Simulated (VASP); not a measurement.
# ZnSe (F-43m) in VASP: a series of runs

The runs below take ZnSe through single point, with PBE.

Program: VASP 6.6.1. These are calculated values, not measurements. Logs are shortened: lines on timing, memory, paths and dates and some standing lists are left out, and cuts for length are marked.

**1. The cell of the first run**

Symmetry: F-43m, No. 216, cubic system. Conventional cell: a = 5.563 Å, b = 5.563 Å, c = 5.563 Å, α = 90.00°, β = 90.00°, γ = 90.00°. Zn (site symmetry -43m) has 4 Se at 2.41 Å within 3.2 Å. Se (site symmetry -43m) has 4 Zn at 2.41 Å within 3.2 Å.

**2. Single point, PBE (strained)**

INCAR reads:

```
SYSTEM = ZnSe
ALGO = Normal
EDIFF = 1E-6
ENCUT = 520
GGA = PE
ISIF = 2
ISMEAR = 0
LASPH = .TRUE.
LCHARG = .FALSE.
LREAL = .FALSE.
LWAVE = .FALSE.
NBANDS = 16
NELM = 60
PREC = Accurate
SIGMA = 0.02
```

KPOINTS reads:

```
k-points
0
G
  8 8 8
  0 0 0
```

POSCAR reads:

```
ZnSe
1.0
    0.0000000000      2.7814597140      2.7814597140
    2.7814597140      0.0000000000      2.7814597140
    2.7814597140      2.7814597140      0.0000000000
Zn Se
1 1
Direct
    0.0000000000      0.0000000000      0.0000000000
    0.7500000000      0.7500000000      0.7500000000
```

Potentials or basis: VASP PAW PBE potentials, release 64 (Zn, Se).

Command:

```sh
cat potpaw_PBE.64/Zn/POTCAR potpaw_PBE.64/Se/POTCAR > POTCAR
mpirun -np 1 vasp_std > vasp.out
```

OUTCAR:

```text
SYSTEM = ZnSe
   EDIFF = 1E-6
   ENCUT = 520
   GGA = PE
   ISIF = 2
   ISMEAR = 0
   LASPH = .TRUE.
   LREAL = .FALSE.
   NELM = 60
   PREC = Accurate

 ion  position               nearest neighbor table
   1  0.000  0.000  0.000-   2 2.41   2 2.41   2 2.41   2 2.41
   2  0.750  0.750  0.750-   1 2.41   1 2.41   1 2.41   1 2.41

  LATTYP: Found a face centered cubic cell.
 ALAT       =     5.5629194280

  Lattice vectors:

 A1 = (   0.0000000000,   2.7814597140,   2.7814597140)
 A2 = (   2.7814597140,   0.0000000000,   2.7814597140)
 A3 = (   2.7814597140,   2.7814597140,   0.0000000000)

Analysis of symmetry for initial positions (statically):
=====================================================================
 Subroutine PRICEL returns:
 Original cell was already a primitive cell.

 Routine SETGRP: Setting up the symmetry group for a
 face centered cubic supercell.

 Subroutine GETGRP returns: Found 24 space group operations
 (whereof 24 operations were pure point group operations)
 out of a pool of 48 trial point group operations.

The static configuration has the point symmetry T_d .

Analysis of symmetry for dynamics (positions and initial velocities):
=====================================================================
 Subroutine PRICEL returns:
 Original cell was already a primitive cell.

 Routine SETGRP: Setting up the symmetry group for a
 face centered cubic supercell.

 Subroutine GETGRP returns: Found 24 space group operations
 (whereof 24 operations were pure point group operations)
 out of a pool of 48 trial point group operations.

The dynamic configuration has the point symmetry T_d .

 Subroutine INISYM returns: Found 24 space group operations
 (whereof 24 operations are pure point group operations),
 and found     1 'primitive' translations

----------------------------------------------------------------------------------------

                                     Primitive cell

  volume of cell :      43.0376

  direct lattice vectors                    reciprocal lattice vectors
     0.000000000  2.781459714  2.781459714    -0.179761726  0.179761726  0.179761726
     2.781459714  0.000000000  2.781459714     0.179761726 -0.179761726  0.179761726
     2.781459714  2.781459714  0.000000000     0.179761726  0.179761726 -0.179761726

  length of vectors
     3.933578051  3.933578051  3.933578051     0.311356443  0.311356443  0.311356443

  position of ions in fractional coordinates (direct lattice)
[... 79 lines left out ...]
   EDIFF  = 0.1E-05   stopping-criterion for ELM
   LREAL  =      F    real-space projection
   EDIFFG = 0.1E-04   stopping-criterion for IOM
   NSW    =      0    number of steps for IOM
   IBRION =     -1    ionic relax: 0-MD 1-quasi-New 2-CG
   NFREE  =      0    steps in history (QN), initial steepest desc. (CG)
   ISIF   =      2    stress and relaxation
   ISYM   =      2    0-nonsym 1-usesym 2-fastsym
   POTIM  = 0.5000    time-step for ionic-motion
   TEBEG  =    0.0;   TEEND  =   0.0 temperature during run
   PSTRESS=    0.0 pullay stress
   NELECT =      18.0000    total number of electrons
   NUPDOWN=      -1.0000    fix difference up-down
   EMIN   =  10.00;   EMAX   =-10.00  energy-range for DOS
   EFERMI =   0.00;   METHOD = LEGACY
   ISMEAR =     0;   SIGMA  =   0.02  broadening in eV -4-tet -1-fermi 0-gaus
   EFERMI_NEDOS =   21; number of points for ismear=-14 and -15
   IALGO  =     38    algorithm
   IMIX   =      4    mixing-type and parameters
     AMIX     =   0.40;   BMIX     =  1.00
     AMIX_MAG =   1.60;   BMIX_MAG =  1.00
  volume/ion in A,a.u.               =      21.52       145.22
  Fermi-wavevector in a.u.,A,eV,Ry     =   1.224286  2.313565 20.393450  1.498876
  Thomas-Fermi vector in A             =   2.359366
   LORBIT       =      0    0 simple, 1 ext, 2 COOP (PROOUT), +10 PAW based schemes
   GGA     = PE    functional components
   LHFCALC =     F    Hartree Fock is set to
   AEXX    =    0.0000 exact exchange contribution
   IVDW    =     0    specifies the selected vdW correction
   LEPSILON=     F    determine dielectric tensor
   LRPA    =     F    only Hartree local field effects (RPA)
 non-spin polarized calculation
 Gauss-broadening in eV      SIGMA  =   0.02
  energy-cutoff  :      520.00
  volume of cell :       43.04
 maximum number of plane-waves:      1174
 NGX is ok and might be reduce to    30
   NGX = 15   NGY = 15   NGZ = 15

 number of electron      17.9999984 magnetization

 Free energy of the ion-electron system (eV)
  ---------------------------------------------------
  ext. energy  EPLUGINS =         0.00000000
  ---------------------------------------------------
  free energy    TOTEN  =        -5.95274505 eV

  energy without entropy =       -5.95274505  energy(sigma->0) =       -5.95274505

 E-fermi :   2.2496     XC(G=0):  -9.5800

 val. band max:        2.1101057443   @ k =   0.0000   0.0000   0.0000
 cond. band min:       3.6311442710   @ k =   0.0000   0.0000   0.0000
 fundamental gap:      1.5210385267
 Fermi energy:         2.2496251955

 k-point     1 :       0.0000    0.0000    0.0000
  band No.  band energies     occupation
      1     -11.5255      2.00000
      2      -4.6567      2.00000
      3      -4.6567      2.00000
      4      -4.6567      2.00000
      5      -4.2340      2.00000
      6      -4.2340      2.00000
[... 433 lines left out ...]
      3      -4.4985      2.00000
      4      -4.2762      2.00000
      5      -4.2270      2.00000
      6      -3.9981      2.00000
[... 8 lines left out ...]
     15      15.0605      0.00000
     16      15.9384      0.00000

 [... further k-points ...]

------------------------ aborting loop because EDIFF is reached ----------------------------------------

  FORCE on cell =-STRESS in cart. coord.  units (eV):
  Direction    XX          YY          ZZ          XY          YZ          ZX
  --------------------------------------------------------------------------------------
  -------------------------------------------------------------------------------------
  Total        1.7647289      1.7647289      1.7647289      0.0000000      0.0000000      0.0000000
  in kB       65.6962010     65.6962010     65.6962010      0.0000000      0.0000000      0.0000000
  external PRESSURE =      65.6962010 kB  Pullay stress =       0.0000000 kB

 VOLUME and BASIS-vectors are now :
 -----------------------------------------------------------------------------
  energy-cutoff  :      520.00
  volume of cell :       43.04
      direct lattice vectors                 reciprocal lattice vectors
     0.000000000  2.781459714  2.781459714    -0.179761726  0.179761726  0.179761726
     2.781459714  0.000000000  2.781459714     0.179761726 -0.179761726  0.179761726
     2.781459714  2.781459714  0.000000000     0.179761726  0.179761726 -0.179761726

 POSITION                                       TOTAL-FORCE (eV/Angst)
 -----------------------------------------------------------------------------------
      0.00000      0.00000      0.00000        -0.000000     -0.000000     -0.000000
      4.17219      4.17219      4.17219         0.000000      0.000000      0.000000
 -----------------------------------------------------------------------------------
    total drift:                               -0.000001     -0.000001     -0.000001

  FREE ENERGIE OF THE ION-ELECTRON SYSTEM (eV)
  ---------------------------------------------------
  free  energy   TOTEN  =        -5.9527450465 eV

  energy  without entropy=       -5.9527450465  energy(sigma->0) =       -5.95274505
```

Wall time 17 s (1 thread of Intel Xeon 6975P-C, shared host); peak memory 0.17 GiB.

What came out:

- Free energy: -5.9527 eV
- Pressure: 6.6 GPa
- Band gap on the k mesh: 1.52 eV, direct

Caveat: the cell differs from its parent crystal (strained).

**3. Single point, PBE (strained)**

INCAR reads:

```
SYSTEM = ZnSe
  ALGO = Normal
  EDIFF = 1E-7
  ENCUT = 520
  GGA = PE
  ISIF = 2
  ISMEAR = 0
  LASPH = .TRUE.
  LCHARG = .TRUE.
  LELF = .TRUE.
  LREAL = .FALSE.
  LVHAR = .TRUE.
  LWAVE = .FALSE.
  NBANDS = 16
  NELM = 100
  PREC = Accurate
  SIGMA = 0.02
```

KPOINTS is that of step 2.

POSCAR reads:

```
ZnSe
1.0
    0.0000000000      2.8613161980      2.8613161980
    2.8613161980      0.0000000000      2.8613161980
    2.8613161980      2.8613161980      0.0000000000
Zn Se
1 1
Direct
    0.0000000000      0.0000000000      0.0000000000
    0.7500000000      0.7500000000      0.7500000000
```

Potentials or basis: VASP PAW PBE potentials, release 64 (Zn, Se).

Command:

```sh
cat potpaw_PBE.64/Zn/POTCAR potpaw_PBE.64/Se/POTCAR > POTCAR
mpirun -np 1 vasp_std > vasp.out
```

OUTCAR:

```text
SYSTEM = ZnSe
   EDIFF = 1E-7
   ENCUT = 520
   GGA = PE
   ISIF = 2
   ISMEAR = 0
   LASPH = .TRUE.
   LREAL = .FALSE.
   NELM = 100
   PREC = Accurate

 ion  position               nearest neighbor table
   1  0.000  0.000  0.000-   2 2.48   2 2.48   2 2.48   2 2.48
   2  0.750  0.750  0.750-   1 2.48   1 2.48   1 2.48   1 2.48

  LATTYP: Found a face centered cubic cell.
 ALAT       =     5.7226323960

  Lattice vectors:

 A1 = (   0.0000000000,   2.8613161980,   2.8613161980)
[... 641 lines left out ...]

------------------------ aborting loop because EDIFF is reached ----------------------------------------

  FORCE on cell =-STRESS in cart. coord.  units (eV):
  Direction    XX          YY          ZZ          XY          YZ          ZX
  --------------------------------------------------------------------------------------
  -------------------------------------------------------------------------------------
  Total        0.1525072      0.1525072      0.1525072      0.0000000      0.0000000      0.0000000
  in kB        5.2152286      5.2152286      5.2152286      0.0000000      0.0000000      0.0000000
  external PRESSURE =       5.2152286 kB  Pullay stress =       0.0000000 kB

 VOLUME and BASIS-vectors are now :
 -----------------------------------------------------------------------------
  energy-cutoff  :      520.00
  volume of cell :       46.85
      direct lattice vectors                 reciprocal lattice vectors
     0.000000000  2.861316198  2.861316198    -0.174744756  0.174744756  0.174744756
     2.861316198  0.000000000  2.861316198     0.174744756 -0.174744756  0.174744756
     2.861316198  2.861316198  0.000000000     0.174744756  0.174744756 -0.174744756

 POSITION                                       TOTAL-FORCE (eV/Angst)
 -----------------------------------------------------------------------------------
      0.00000      0.00000      0.00000         0.000000      0.000000      0.000000
      4.29197      4.29197      4.29197        -0.000000     -0.000000     -0.000000
 -----------------------------------------------------------------------------------
    total drift:                                0.000001      0.000001      0.000001

  FREE ENERGIE OF THE ION-ELECTRON SYSTEM (eV)
  ---------------------------------------------------
  free  energy   TOTEN  =        -6.0318887671 eV

  energy  without entropy=       -6.0318887671  energy(sigma->0) =       -6.03188877
```

OSZICAR:

```text
N       E                     dE             d eps       ncg     rms          rms(c)
DAV:   1     0.869567883766E+02    0.86957E+02   -0.88172E+03   928   0.127E+03
DAV:   2    -0.775419441908E+00   -0.87732E+02   -0.82137E+02  1040   0.246E+02
DAV:   3    -0.627737798249E+01   -0.55020E+01   -0.54799E+01  1136   0.606E+01
DAV:   4    -0.632108453531E+01   -0.43707E-01   -0.43703E-01  1104   0.580E+00
DAV:   5    -0.632129366147E+01   -0.20913E-03   -0.20912E-03  1168   0.367E-01    0.451E+00
DAV:   6    -0.605008715994E+01    0.27121E+00   -0.53324E-01  1368   0.233E+01    0.346E+00
DAV:   7    -0.603169189923E+01    0.18395E-01   -0.14921E-01  1072   0.341E+00    0.148E+00
DAV:   8    -0.603152865304E+01    0.16325E-03   -0.42473E-03  1216   0.624E-01    0.437E-01
DAV:   9    -0.603178468207E+01   -0.25603E-03   -0.10591E-03  1088   0.245E-01    0.672E-02
DAV:  10    -0.603188737272E+01   -0.10269E-03   -0.16143E-04  1152   0.976E-02    0.178E-02
DAV:  11    -0.603188742575E+01   -0.53031E-07   -0.29897E-05  1136   0.482E-02    0.484E-03
DAV:  12    -0.603188868050E+01   -0.12548E-05   -0.41968E-06  1168   0.134E-02    0.312E-03
DAV:  13    -0.603188876710E+01   -0.86598E-07   -0.57509E-07  1120   0.571E-03
   1 F= -.60318888E+01 E0= -.60318888E+01  d E =-.761195E-13
```

stdout:

```text
POSCAR found type information on POSCAR ZnSe
 POSCAR found :  2 types and       2 ions
 scaLAPACK will be used
 LDA part: xc-table for (Slater+PW92), standard interpolation
 POSCAR, INCAR and KPOINTS ok, starting setup
 FFT: planning ... GRIDC
 FFT: planning ... GRID_SOFT
 FFT: planning ... GRID
 WAVECAR not read
 entering main loop
```

Wall time 20 s (1 thread of Intel Xeon 6975P-C, shared host); peak memory 0.17 GiB.

Results:

| Item | Value |
| --- | --- |
| Free energy | -6.0319 eV |
| Pressure | 0.5 GPa |
| Band gap on the k mesh | 1.17 eV, direct |

Levels at points of the mesh, in eV from the valence-band top:
```tsv
k point	band 7	band 8	band 9	band 10	band 11	band 12
(0.00, 0.00, 0.00)	0.00	0.00	0.00	1.17	5.81	5.81
(0.50, 0.00, 0.00)	-5.04	-0.83	-0.83	2.49	6.38	6.38
(0.50, 0.50, 0.00)	-4.63	-2.08	-2.08	3.05	3.46	10.53
```

Caveat: the cell differs from its parent crystal (strained).
